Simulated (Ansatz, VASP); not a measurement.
One calculation of EuS, two programs

File INCAR:

```
PREC = Accurate
ENCUT = 600
EDIFF = 1E-6
ISMEAR = -1
SIGMA = 0.1
LREAL = F
LASPH = T
NELM = 200
ALGO = Normal
ISIF = 2
LWAVE = F
LCHARG = F
ISPIN = 2
MAGMOM = 9.1 0
LORBIT = 11
LMAXMIX = 6
GGA = PS
NBANDS = 22
GGA_COMPAT = F
```

Contents of KPOINTS:

```
Automatic mesh
0
Gamma
  10 10 10
```

File POSCAR:

```
EuS
1.0
    0.0000000000      2.9785000000      2.9785000000
    2.9785000000      0.0000000000      2.9785000000
    2.9785000000      2.9785000000      0.0000000000
Eu S
1 1
Direct
    0.0000000000      0.0000000000      0.0000000000
    0.5000000000      0.5000000000      0.5000000000
```

Input for Ansatz:

```yaml
crystal:
  lattice:
    - [0.0, 2.9785, 2.9785]
    - [2.9785, 0.0, 2.9785]
    - [2.9785, 2.9785, 0.0]
  atoms:
    - { symbol: Eu, position: [0.0, 0.0, 0.0], spin: 9.1 }
    - { symbol: S, position: [0.5, 0.5, 0.5] }
kpoints:
  mp_grid:
    grid: [10, 10, 10]
hamiltonian:
  xc: pbesol
  pseudopotentials:
    kind: all_electron
    relativity: none
    lapw: {}
magnetization:
  spin_polarized: true
scf:
  max_iter: 60
  mixing:
    algorithm: broyden
    preconditioner: resta
  occupations:
    method: fermi_dirac
```

Alike in both runs: task single point; functional PBEsol; k mesh 10 × 10 × 10; collinear spin.

```csv
,VASP,Ansatz
version,VASP 6.6.1,Ansatz 0.2.0
potentials or method,"VASP PAW PBE potentials, release 64 (Eu, S), cutoff 600 eV",all-electron (LAPW or listed datasets)
occupations,"fermi-dirac, width 0.1 eV",fermi-dirac
```

|  | VASP | Ansatz | Ansatz less VASP |
| --- | --- | --- | --- |
| net moment per atom (μB) | 3.47 | 3.50 | +0.029 |
| size of the moment on the site where the two differ most (μB) | 6.57 | 7.00 | +0.424 |

VASP's potentials were made for PBE, not for PBEsol. Site moments also hang on the region over which each program counts them. Ansatz ran all-electron here, and VASP with PAW potentials. Ansatz's warnings: given moment on shells, stability check not made.

Spin-orbit coupling is off throughout.
